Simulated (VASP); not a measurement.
# GeW3 (Pm-3m) in VASP: further runs, part 2 of 2

VASP 6.6.1. The steps go on from the part before.

### Step 4. Relaxation of cell and atoms, PBE

This run uses another cell than the first one, of 16.07 Å³/atom, 1.023 times its volume.

Contents of INCAR:

```
SYSTEM = GeW3
PREC = Accurate ; ENCUT = 600
EDIFF = 1E-6 ; ISMEAR = 0
SIGMA = 0.1 ; LREAL = .False.
LASPH = .True. ; NELM = 60
ALGO = Normal ; ISIF = 3
LWAVE = .False. ; LCHARG = .False.
GGA = PE ; IBRION = 2
NSW = 90 ; EDIFFG = -0.04
```

Contents of KPOINTS:

```
regular mesh
0
Gamma
  4 4 4
  0 0 0
```

Contents of POSCAR:

```
GeW3
1.0
    4.0061070816      0.0000000000      0.0000000000
    0.0000000000      4.0061070816      0.0000000000
    0.0000000000      0.0000000000      4.0061070816
Ge W
1 3
Direct
    0.0000000000      0.0000000000      0.0000000000
    0.0000000000      0.5000000000      0.5000000000
    0.5000000000      0.0000000000      0.5000000000
    0.5000000000      0.5000000000      0.0000000000
```

Launch:

```
$ cat potpaw_PBE.64/Ge_d/POTCAR potpaw_PBE.64/W_sv/POTCAR > POTCAR
$ mpirun -np 1 vasp_std > vasp.out
```

Run time: 25 s. Hardware: 1 thread of Intel Xeon 6975P-C (Granite Rapids), shared host; peak memory 0.19 GiB.

The run converged. Its results:

| Quantity | Value |
| --- | --- |
| Free energy | -41.8526 eV |
| Relaxed volume | 15.76 Å³/atom |
| Relaxed cell | a = 3.980 Å, b = 3.980 Å, c = 3.980 Å, α = 90.00°, β = 90.00°, γ = 90.00° |
| Space group after relaxing (to 0.05 Å) | Pm-3m (No. 221) |
| Energy gained by relaxing | 4.9 meV/atom |
| Ionic steps | 3 |
| Pressure after relaxing | -0.1 GPa |
| Band gap on the k mesh | zero (band 28 reaches 11.77 eV, above the bottom of band 29 at 10.56 eV) |

Step by step:
```csv
step,energy change (eV),largest force (eV/Å),pressure (GPa),volume (Å³)
1,0.0000,0.0000,-4.82,64.29
2,0.1125,0.0000,14.22,59.90
3,-0.0197,0.0000,-0.09,63.04
```

Final structure:
```
CELL_PARAMETERS angstrom
3.97988 0.00000 0.00000
0.00000 3.97988 0.00000
0.00000 0.00000 3.97988
ATOMIC_POSITIONS crystal
Ge 0.00000 0.00000 0.00000
W 0.00000 0.50000 0.50000
W 0.50000 0.00000 0.50000
W 0.50000 0.50000 0.00000
```

Levels at points of the mesh, in eV from the Fermi level:
| k point | band 24 | band 25 | band 26 | band 27 | band 28 | band 29 | band 30 | band 31 | band 32 | band 33 |
| --- | --- | --- | --- | --- | --- | --- | --- | --- | --- | --- |
| (0.00, 0.00, 0.00) | -4.53 | -1.71 | -1.71 | -1.71 | 0.30 | 0.30 | 0.30 | 2.24 | 2.81 | 2.81 |
| (0.50, 0.00, 0.00) | -2.79 | -1.60 | -1.60 | -1.35 | -1.09 | -0.25 | 0.36 | 0.36 | 0.59 | 1.29 |
| (0.50, 0.50, 0.00) | -3.15 | -2.93 | -1.47 | -1.47 | -0.69 | -0.03 | -0.03 | 0.02 | 0.76 | 1.52 |
| (0.50, 0.50, 0.50) | -3.67 | -1.70 | -1.70 | -1.70 | 0.01 | 0.01 | 0.01 | 0.10 | 1.26 | 1.26 |

Caveat: the k points lie up to 0.39 Å⁻¹ apart in the final cell; spin-orbit coupling is left out, which moves the levels of the heavy elements.

### Step 5. Single point, PBE

This run uses another cell than the first one, of 15.80 Å³/atom, 1.005 times its volume.

Contents of INCAR:

```
  PREC = Accurate
  ENCUT = 520
  EDIFF = 1E-6
  ISMEAR = 0
  SIGMA = 0.1
  LREAL = False
  LASPH = True
  NELM = 80
  ALGO = Fast
  ISIF = 2
  LWAVE = False
  LCHARG = False
  GGA = PE
  NBANDS = 36
```

Contents of KPOINTS:

```
Automatic mesh
0
Gamma
  12 12 12
```

Contents of POSCAR:

```
GeW3
1.0
    3.9829937654      0.0000000000      0.0000000000
    0.0000000000      3.9829937654      0.0000000000
    0.0000000000      0.0000000000      3.9829937654
Ge W
1 3
Direct
    0.0000000000      0.0000000000      0.0000000000
    0.0000000000      0.5000000000      0.5000000000
    0.5000000000      0.0000000000      0.5000000000
    0.5000000000      0.5000000000      0.0000000000
```

Launch:

```
$ cat potpaw_PBE.64/Ge_d/POTCAR potpaw_PBE.64/W_sv/POTCAR > POTCAR
$ mpirun -np 1 vasp_std > vasp.out
```

Wall time 1.9 min (1 thread of Intel Xeon 6975P-C (Granite Rapids), shared host); peak memory 0.28 GiB.

The run converged. Its results:

```yaml
Free_energy: -41.6703 eV
Pressure: 0.4 GPa
Band_gap_on_the_k_mesh: zero (band 28 reaches 11.84 eV, above the bottom of band 29 at 10.41 eV)
```

Levels at points of the mesh, in eV from the Fermi level:
| k point | band 25 | band 26 | band 27 | band 28 | band 29 | band 30 | band 31 | band 32 |
| --- | --- | --- | --- | --- | --- | --- | --- | --- |
| (0.00, 0.00, 0.00) | -1.63 | -1.63 | -1.63 | 0.35 | 0.35 | 0.35 | 2.30 | 2.84 |
| (0.50, 0.00, 0.00) | -1.54 | -1.54 | -1.30 | -1.03 | -0.20 | 0.41 | 0.41 | 0.63 |
| (0.50, 0.50, 0.00) | -2.87 | -1.41 | -1.41 | -0.64 | 0.02 | 0.02 | 0.06 | 0.82 |
| (0.50, 0.50, 0.50) | -1.64 | -1.64 | -1.64 | 0.06 | 0.06 | 0.06 | 0.14 | 1.31 |

Caveat: spin-orbit coupling is left out, which moves the levels of the heavy elements.

### Step 6. Relaxation of cell and atoms, PBE

Contents of INCAR:

```
ALGO     = Fast           # electronic algorithm
EDIFF    = 1E-6           # SCF threshold, eV
EDIFFG   = -0.01          # ionic threshold
ENCUT    = 600            # plane-wave cutoff, eV
GGA      = PE             # functional
IBRION   = 2              # ionic algorithm
ISIF     = 3              # what is computed and relaxed
ISMEAR   = 0              # smearing method
LASPH    = True           # aspherical terms in the spheres
LCHARG   = False          # write CHGCAR
LREAL    = False          # projectors in reciprocal space
LWAVE    = False          # write WAVECAR
NELM     = 80             # most SCF steps
NSW      = 100            # ionic steps
PREC     = Accurate       # precision mode
SIGMA    = 0.1            # smearing width, eV
```

Contents of KPOINTS:

```
k-points
0
Gamma
  12 12 12
```

Contents of POSCAR:

```
GeW3
1.0
    3.9764893056      0.0000000000      0.0000000000
    0.0000000000      3.9764893056      0.0000000000
    0.0000000000      0.0000000000      3.9764893056
Ge W
1 3
Direct
    0.0000000000      0.0000000000      0.0000000000
    0.0000000000      0.5000000000      0.5000000000
    0.5000000000      0.0000000000      0.5000000000
    0.5000000000      0.5000000000      0.0000000000
```

Potentials or basis: VASP PAW PBE potentials, release 64 (Ge_d, W_sv).

Launch:

```
$ cat potpaw_PBE.64/Ge_d/POTCAR potpaw_PBE.64/W_sv/POTCAR > POTCAR
$ mpirun -np 1 vasp_std > vasp.out
```

It took 4.6 min on 1 thread of Intel Xeon 6975P-C (Granite Rapids), shared host; peak memory 0.32 GiB.

It converged, with:

```
Free energy                            : -41.6709 eV
Relaxed volume                         : 15.82 Å³/atom
Relaxed cell                           : a = 3.985 Å, b = 3.985 Å, c = 3.985 Å, α = 90.00°, β = 90.00°, γ = 90.00°
Space group after relaxing (to 0.05 Å) : Pm-3m (No. 221)
Energy gained by relaxing              : 0.6 meV/atom
Ionic steps                            : 3
Pressure after relaxing                : -0.1 GPa
Band gap on the k mesh                 : zero (band 28 reaches 11.81 eV, above the bottom of band 29 at 10.38 eV)
```

The path:
| step | energy change (eV) | largest force (eV/Å) | pressure (GPa) | volume (Å³) |
| --- | --- | --- | --- | --- |
| 1 | 0.0000 | 0.0000 | 1.70 | 62.88 |
| 2 | 0.0126 | 0.0000 | -4.18 | 64.41 |
| 3 | -0.0022 | 0.0000 | -0.05 | 63.30 |

Final structure:
```
Ge W
1.0
     3.98536    0.00000    0.00000
     0.00000    3.98536    0.00000
     0.00000    0.00000    3.98536
Ge W
1 3
Direct
  0.00000 0.00000 0.00000
  0.00000 0.50000 0.50000
  0.50000 0.00000 0.50000
  0.50000 0.50000 0.00000
```

Levels at points of the mesh, in eV from the Fermi level:
```
           k point  band 25  band 26  band 27  band 28  band 29  band 30  band 31  band 32
(0.00, 0.00, 0.00)    -1.63    -1.63    -1.63     0.35     0.35     0.35     2.28     2.84
(0.50, 0.00, 0.00)    -1.54    -1.54    -1.29    -1.03    -0.20     0.41     0.41     0.63
(0.50, 0.50, 0.00)    -2.87    -1.41    -1.41    -0.64     0.02     0.02     0.06     0.84
(0.50, 0.50, 0.50)    -1.64    -1.64    -1.64     0.06     0.06     0.06     0.14     1.31
```

Caveat: spin-orbit coupling is left out, which moves the levels of the heavy elements.

### Step 7. Overview

| task | cell | k mesh | cutoff (eV) | gap on the mesh (eV) | pressure (GPa) | relaxed volume (Å³/atom) |
| --- | --- | --- | --- | --- | --- | --- |
| single point | a = 3.976 Å, 4 atoms | 4 × 4 × 4 | 520 | none | 0.5 | - |
| single point | a = 4.006 Å, 4 atoms | 4 × 4 × 4 | 520 | none | -4.9 | - |
| relaxation of cell and atoms | relaxed from a = 4.006 Å, 4 atoms | 4 × 4 × 4 | 600 | none | -0.1 | 15.76 |
| single point | a = 3.983 Å, 4 atoms | 12 × 12 × 12 | 520 | none | 0.4 | - |
| relaxation of cell and atoms | relaxed from a = 3.976 Å, 4 atoms | 12 × 12 × 12 | 600 | none | -0.1 | 15.82 |

Alike in all rows: level PBE; potentials or basis VASP PAW PBE potentials, release 64 (Ge_d, W_sv); no spin polarisation; smearing gaussian 0.1 eV.

Caveats: some runs use coarse meshes; spin-orbit coupling is left out, which moves the levels of the heavy elements.

Absolute energies hang on the potentials; compare differences alone.
